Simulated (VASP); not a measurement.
Set up this calculation in VASP 6.6.1, as the native input.

```
Task                   : single point
Functional             : PBEsol
Potentials or basis    : VASP PAW PBE potentials, release 64 (Sn_d)
Cutoff                 : 520 eV
k mesh                 : 6 × 6 × 6
Occupations            : fermi-dirac, width 0.02 eV
Spin                   : no spin polarisation
Dipole correction      : no
Further INCAR settings : ALGO = Normal; EDIFF = 1e-06; NBANDS = 21
```

The structure of Sn lies in POSCAR:

```
Sn
1.0
    0.0000000000      3.2714514006      3.2714514006
    3.2714514006      0.0000000000      3.2714514006
    3.2714514006      3.2714514006      0.0000000000
Sn
2
Direct
    0.0000000000      0.0000000000      0.0000000000
    0.2500000000      0.2500000000      0.2500000000
```

The input as run:

INCAR

```
ALGO = Normal ; EDIFF = 1E-6
ENCUT = 520 ; GGA = PS
ISIF = 2 ; ISMEAR = -1
LASPH = True ; LCHARG = False
LREAL = False ; LWAVE = False
NBANDS = 21 ; NELM = 80
PREC = Accurate ; SIGMA = 0.02
```

KPOINTS

```
k-points
0
Gamma
  6 6 6
```

Potentials or basis: VASP PAW PBE potentials, release 64 (Sn_d).

Command:

```sh
$ cat potpaw_PBE.64/Sn_d/POTCAR > POTCAR
$ mpirun -np 1 vasp_std > vasp.out
```

It gave:

```yaml
Pressure: -0.1 GPa
Band_gap_on_the_k_mesh: zero (band 14 reaches 5.33 eV, above the bottom of band 15 at 5.13 eV)
```

Caveat: the PAW data sets were made with another functional, which shifts forces and pressure a little; spin-orbit coupling is left out, which moves the levels of the heavy elements.

Run time: 14 s on 1 thread of AMD EPYC 9R45 96-Core Processor (Zen 5), on a shared host, peak memory 0.17 GiB.
